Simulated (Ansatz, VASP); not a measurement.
One calculation of Ag, two programs

```
Ag
1.0
     0.00000    2.05192    2.05192
     2.05192    0.00000    2.05192
     2.05192    2.05192    0.00000
Ag
1
Direct
  0.00000 0.00000 0.00000
```

Alike in both runs: functional r2SCAN; k mesh 13 × 13 × 13; occupations fermi-dirac, width 0.1 eV; no spin polarisation.

Ansatz relaxed the structure, and its values are those at the end. VASP's run is a single point on that final structure, the one shown.

|  | VASP | Ansatz |
| --- | --- | --- |
| version | VASP 6.6.1 | Ansatz 0.2.0 |
| potentials or method | VASP PAW PBE potentials, release 64 (Ag) | plane waves, PAW |
| plane-wave cutoff (eV) | 520 | 500 |
| valence electrons in the cell | 11 | 19 |

VASP gave:

| Item | Value |
| --- | --- |
| pressure (GPa) | 0.1 |

Task: What did Ansatz give for the same quantities?

Result: Pressure (GPa): 0.0.

VASP's potentials were made for PBE, not for r2SCAN. The functional is the same, so the differences come from potentials, cutoffs and numerics. VASP's potentials hold 11 valence electrons a cell and Ansatz's 19, so a difference there can come from the potentials and not from the codes.
